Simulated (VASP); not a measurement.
# C (Fmmm) in VASP: single point with LDA

Aim: the single point of C with LDA.

All numbers are computed with VASP 6.6.1; they aren't measurements. Logs are shortened: lines on timing, memory, paths and dates and some standing lists are left out, and cuts for length are marked.

## (1) The cell of the first run

The structure is orthorhombic, space group Fmmm (No. 69). The conventional cell has a = 2.446 Å, b = 4.233 Å, c = 26.941 Å, α = 90.00°, β = 90.00°, γ = 90.00°. C (site symmetry m) has 3 C at 1.41 Å within 1.9 Å. C (site symmetry m) has 3 C at 1.41 Å within 1.9 Å.

## (2) Single point, LDA (the part above a cut slid along it)

Contents of INCAR:

```
PREC = Accurate
ENCUT = 520
EDIFF = 1E-6
ISMEAR = 0
SIGMA = 0.15
LREAL = F
LASPH = T
NELM = 100
ALGO = Fast
ISIF = 2
LWAVE = F
LCHARG = T
LELF = T
LVHAR = T
NBANDS = 26
ISYM = 0
```

Contents of KPOINTS:

```
Automatic mesh
0
Gamma
  22 22 4
```

Contents of POSCAR:

```
C
1.0
   -1.2227748566      2.1167364796      0.0000000000
   -1.2227748566     -2.1167364796      0.0000000000
   -1.2227748566      0.0000000000     13.4706447952
C
8
Direct
    0.8541982410      0.0208017590      0.1250000000
    0.6041982410     -0.2291982410      0.6250000000
   -0.0208017590      0.1458017590      0.8750000000
    0.2291982410      0.3958017590      0.3750000000
   -0.3541982410      0.4791982410      0.8750000000
   -0.1041982410      0.7291982410      0.3750000000
    0.5208017590      0.3541982410      0.1250000000
    0.2708017590      0.1041982410      0.6250000000
```

Potentials or basis: VASP PAW LDA potentials, release 64 (C).

Started as:

```
cat potpaw_LDA.64/C/POTCAR > POTCAR
mpirun -np 1 vasp_std > vasp.out
```

OUTCAR:

```text
PREC = Accurate
   ENCUT = 520
   EDIFF = 1E-6
   ISMEAR = 0
   LREAL = F
   LASPH = T
   NELM = 100
   ISIF = 2
   ISYM = 0

 ion  position               nearest neighbor table
   1  0.854  0.021  0.125-   7 1.41   7 1.41   7 1.41
   2  0.604  0.771  0.625-   8 1.41   8 1.41   8 1.41
   3  0.979  0.146  0.875-   5 1.41   5 1.41   5 1.41
   4  0.229  0.396  0.375-   6 1.41   6 1.41   6 1.41
   5  0.646  0.479  0.875-   3 1.41   3 1.41   3 1.41
   6  0.896  0.729  0.375-   4 1.41   4 1.41   4 1.41
   7  0.521  0.354  0.125-   1 1.41   1 1.41   1 1.41
   8  0.271  0.104  0.625-   2 1.41   2 1.41   2 1.41

IMPORTANT INFORMATION: All symmetrisations will be switched off!
NOSYMM: (Re-)initialisation of all symmetry stuff for point group C_1.

----------------------------------------------------------------------------------------

                                     Primitive cell

  volume of cell :      69.7319

  direct lattice vectors                    reciprocal lattice vectors
    -1.222774857  2.116736480  0.000000000    -0.408906020  0.236212682 -0.037117748
    -1.222774857 -2.116736480  0.000000000    -0.408906020 -0.236212682 -0.037117748
    -1.222774857  0.000000000 13.470644795     0.000000000  0.000000000  0.074235496

  length of vectors
     2.444535063  2.444535063 13.526028595     0.473685857  0.473685857  0.074235496

  position of ions in fractional coordinates (direct lattice)
     0.854198241  0.020801759  0.125000000
     0.604198241  0.770801759  0.625000000
     0.979198241  0.145801759  0.875000000
     0.229198241  0.395801759  0.375000000
     0.645801759  0.479198241  0.875000000
     0.895801759  0.729198241  0.375000000
     0.520801759  0.354198241  0.125000000
     0.270801759  0.104198241  0.625000000

  ion indices of the primitive-cell ions
   primitive index   ion index
                 1           1
                 2           2
                 3           3
                 4           4
                 5           5
                 6           6
                 7           7
                 8           8

----------------------------------------------------------------------------------------

 KPOINTS: Automatic mesh

Automatic generation of k-mesh.
 Grid dimensions read from file:
 generate k-points for:   22   22    4

 Generating k-lattice:

  Cartesian coordinates                     Fractional coordinates (reciprocal lattice)
    -0.018586637  0.010736940 -0.001687170     0.045454545  0.000000000  0.000000000
    -0.018586637 -0.010736940 -0.001687170     0.000000000  0.045454545  0.000000000
     0.000000000  0.000000000  0.018558874     0.000000000  0.000000000  0.250000000

  Length of vectors
     0.021531175  0.021531175  0.018558874

  Shift w.r.t. Gamma in fractional coordinates (k-lattice)
     0.000000000  0.000000000  0.000000000

 -----------------------------------------------------------------------------
|                                                                             |
|           W    W    AA    RRRRR   N    N  II  N    N   GGGG   !!!           |
|           W    W   A  A   R    R  NN   N  II  NN   N  G    G  !!!           |
|           W    W  A    A  R    R  N N  N  II  N N  N  G       !!!           |
|           W WW W  AAAAAA  RRRRR   N  N N  II  N  N N  G  GGG   !            |
|           WW  WW  A    A  R   R   N   NN  II  N   NN  G    G                |
|           W    W  A    A  R    R  N    N  II  N    N   GGGG   !!!           |
|                                                                             |
|     Your reciprocal lattice and k-lattice belong to different lattice       |
|     classes:                                                                |
|                                                                             |
|        The reciprocal lattice is body-centered orthorhombic,                |
|        whereas your k-lattice is base-centered monoclinic.                  |
|                                                                             |
|     Results are often still useful ...                                      |
|                                                                             |
 -----------------------------------------------------------------------------

 WARNING: IBZKPT: internal override: KBLOWUP is changed to .FALSE.
      ... skipping the blow-up phase ...

 Subroutine IBZKPT returns following result:
 ===========================================

 Found    972 irreducible k-points:

 Following reciprocal coordinates:
            Coordinates               Weight
  0.000000  0.000000  0.000000      1.000000
  0.045455  0.000000  0.000000      2.000000
  0.090909  0.000000  0.000000      2.000000
  0.136364  0.000000  0.000000      2.000000
  0.181818  0.000000  0.000000      2.000000
  0.227273 -0.000000 -0.000000      2.000000
[... 16 lines left out ...]
  0.454545  0.045455  0.000000      2.000000
  0.500000  0.045455  0.000000      2.000000
 [... further k-points ...]
   k-points           NKPTS =    972   k-points in BZ     NKDIM =    972   number of bands    NBANDS=     26
   number of dos      NEDOS =    301   number of ions     NIONS =      8
   total plane-waves  NPLWV =  34992
   dimension x,y,z NGX =    18 NGY =   18 NGZ =  108
   dimension x,y,z NGXF=    36 NGYF=   36 NGZF=  216
   ions per type =               8
   NGX,Y,Z   is equivalent  to a cutoff of  12.24, 12.24, 13.27 a.u.
   NGXF,Y,Z  is equivalent  to a cutoff of  24.48, 24.48, 26.55 a.u.
 SYSTEM =  unknown system
   PREC   = accura    normal or accurate (medium, high low for compatibility)
   ISTART =      0    job   : 0-new  1-cont  2-samecut
   ICHARG =      2    charge: 1-file 2-atom 10-const
   ISPIN  =      1    spin polarized calculation?
   LNONCOLLINEAR =      F non collinear calculations
   LSORBIT =      F    spin-orbit coupling
   LASPH  =      T    aspherical Exc in radial PAW
   ENCUT  =  520.0 eV  38.22 Ry    6.18 a.u.   4.55  4.55 25.15*2*pi/ulx,y,z
   NELM   =    100;   NELMIN=  2; NELMDL= -5     # of ELM steps
   EDIFF  = 0.1E-05   stopping-criterion for ELM
   LREAL  =      F    real-space projection
   EDIFFG = 0.1E-04   stopping-criterion for IOM
   NSW    =      0    number of steps for IOM
   IBRION =     -1    ionic relax: 0-MD 1-quasi-New 2-CG
   NFREE  =      0    steps in history (QN), initial steepest desc. (CG)
   ISIF   =      2    stress and relaxation
   ISYM   =      0    0-nonsym 1-usesym 2-fastsym
   POTIM  = 0.5000    time-step for ionic-motion
   TEBEG  =    0.0;   TEEND  =   0.0 temperature during run
   PSTRESS=    0.0 pullay stress
   NELECT =      32.0000    total number of electrons
   NUPDOWN=      -1.0000    fix difference up-down
   EMIN   =  10.00;   EMAX   =-10.00  energy-range for DOS
   EFERMI =   0.00;   METHOD = LEGACY
   ISMEAR =     0;   SIGMA  =   0.15  broadening in eV -4-tet -1-fermi 0-gaus
   EFERMI_NEDOS =   21; number of points for ismear=-14 and -15
   IALGO  =     68    algorithm
   IMIX   =      4    mixing-type and parameters
     AMIX     =   0.40;   BMIX     =  1.00
     AMIX_MAG =   1.60;   BMIX_MAG =  1.00
  volume/ion in A,a.u.               =       8.72        58.82
  Fermi-wavevector in a.u.,A,eV,Ry     =   1.262741  2.386234 21.694690  1.594515
  Thomas-Fermi vector in A             =   2.396134
   LORBIT       =      0    0 simple, 1 ext, 2 COOP (PROOUT), +10 PAW based schemes
   GGA     = CA    functional components
   LHFCALC =     F    Hartree Fock is set to
   AEXX    =    0.0000 exact exchange contribution
   IVDW    =     0    specifies the selected vdW correction
   LEPSILON=     F    determine dielectric tensor
   LRPA    =     F    only Hartree local field effects (RPA)
 non-spin polarized calculation
 RMM-DIIS sequential band-by-band and
 Gauss-broadening in eV      SIGMA  =   0.15
  energy-cutoff  :      520.00
  volume of cell :       69.73
 maximum number of plane-waves:      1913
   NGX =  9   NGY =  9   NGZ = 51

 number of electron      32.0000001 magnetization

 Free energy of the ion-electron system (eV)
  ---------------------------------------------------
  ext. energy  EPLUGINS =         0.00000000
  ---------------------------------------------------
  free energy    TOTEN  =       -80.85944312 eV

  energy without entropy =      -80.85769953  energy(sigma->0) =      -80.85857132

 E-fermi :   4.6863     XC(G=0): -10.7753

 val. band max:        4.6647706525   @ k =   0.3182   0.3182   0.2500
 cond. band min:       4.7201205049   @ k =   0.3182   0.3182   0.2500
 fundamental gap:      0.0553498523
 Fermi energy:         4.6863229222

 k-point     1 :       0.0000    0.0000    0.0000
  band No.  band energies     occupation
      1     -14.9513      2.00000
      2     -14.8015      2.00000
      3     -14.8006      2.00000
      4     -14.6403      2.00000
      5      -4.0636      2.00000
      6      -3.1619      2.00000
[... 18 lines left out ...]
     25      13.1669      0.00000
     26      13.1724      0.00000

 k-point     2 :       0.0455    0.0000    0.0000
  band No.  band energies     occupation
      1     -14.9015      2.00000
      2     -14.7572      2.00000
      3     -14.7462      2.00000
      4     -14.5916      2.00000
      5      -4.0018      2.00000
      6      -3.1350      2.00000
[... 18 lines left out ...]
     25      13.3694      0.00000
     26      13.3717      0.00000

 k-point     3 :       0.0909    0.0000    0.0000
  band No.  band energies     occupation
      1     -14.7521      2.00000
      2     -14.6148      2.00000
      3     -14.5931      2.00000
      4     -14.4457      2.00000
      5      -3.8168      2.00000
      6      -2.9906      2.00000
[... 572 lines left out ...]
 k-point    23 :       0.4545    0.0455    0.0000
  band No.  band energies     occupation
      1      -9.7015      2.00000
      2      -9.6444      2.00000
      3      -9.5772      2.00000
      4      -9.5290      2.00000
      5      -8.3959      2.00000
      6      -8.3475      2.00000
[... 18 lines left out ...]
     25      15.1952      0.00000
     26      16.1362      0.00000

 k-point    24 :       0.5000    0.0455    0.0000
  band No.  band energies     occupation
      1      -9.7017      2.00000
      2      -9.6411      2.00000
      3      -9.5794      2.00000
      4      -9.5270      2.00000
      5      -8.3955      2.00000
      6      -8.3499      2.00000
[... 18 lines left out ...]
     25      15.1770      0.00000
     26      16.2922      0.00000

 [... further k-points ...]
[... 5 lines left out ...]
  --------------------------------------------------------------------------------------
  -------------------------------------------------------------------------------------
  Total        0.4662659      0.5310182      0.1587398     -0.0000034      0.0000048     -0.0000213
  in kB       10.7130350     12.2007991      3.6472435     -0.0000780      0.0001093     -0.0004887
  external PRESSURE =       8.8536925 kB  Pullay stress =       0.0000000 kB

 VOLUME and BASIS-vectors are now :
 -----------------------------------------------------------------------------
  energy-cutoff  :      520.00
  volume of cell :       69.73
      direct lattice vectors                 reciprocal lattice vectors
    -1.222774857  2.116736480  0.000000000    -0.408906020  0.236212682 -0.037117748
    -1.222774857 -2.116736480  0.000000000    -0.408906020 -0.236212682 -0.037117748
    -1.222774857  0.000000000 13.470644795     0.000000000  0.000000000  0.074235496

 POSITION                                       TOTAL-FORCE (eV/Angst)
 -----------------------------------------------------------------------------------
     -1.22277      1.76408      1.68383         0.000158     -0.000726      0.039335
     -2.44555     -0.35266      8.41915         0.000159     -0.001239      0.000862
     -2.44555      1.76408     11.78681        -0.000159     -0.000724     -0.039337
     -1.22277     -0.35266      5.05149        -0.000157     -0.001242     -0.000861
     -2.44555      0.35266     11.78681        -0.000158      0.000724     -0.039337
     -2.44555      0.35266      5.05149        -0.000160      0.001240     -0.000862
     -1.22277      0.35266      1.68383         0.000159      0.000727      0.039337
     -1.22277      0.35266      8.41915         0.000157      0.001240      0.000862
 -----------------------------------------------------------------------------------
    total drift:                               -0.000001     -0.000001     -0.000002

  FREE ENERGIE OF THE ION-ELECTRON SYSTEM (eV)
  ---------------------------------------------------
  free  energy   TOTEN  =       -80.8594431156 eV

  energy  without entropy=      -80.8576995324  energy(sigma->0) =      -80.85857132
```

Run time: 47 min. Hardware: 1 thread of Oxide Virtual Turin-like, shared host; peak memory 1 GiB.

What came out:

```yaml
Free_energy: -80.8594 eV
Pressure: 0.9 GPa
Largest_force: 0.039 eV/Å
Band_gap_on_the_k_mesh: zero (bands 16 and 17 overlap by 0.03 eV)
```

Forces on the atoms (eV/Å):
```
C    0.000 -0.001  0.039
C    0.000 -0.001  0.001
C    0.000 -0.001 -0.039
C    0.000 -0.001 -0.001
C    0.000  0.001 -0.039
C    0.000  0.001 -0.001
C    0.000  0.001  0.039
C    0.000  0.001  0.001
```

Caveat: the cell differs from its parent crystal (the part above a cut slid along it).

The gap in the log of VASP goes by the Fermi energy; the results here count the filled bands.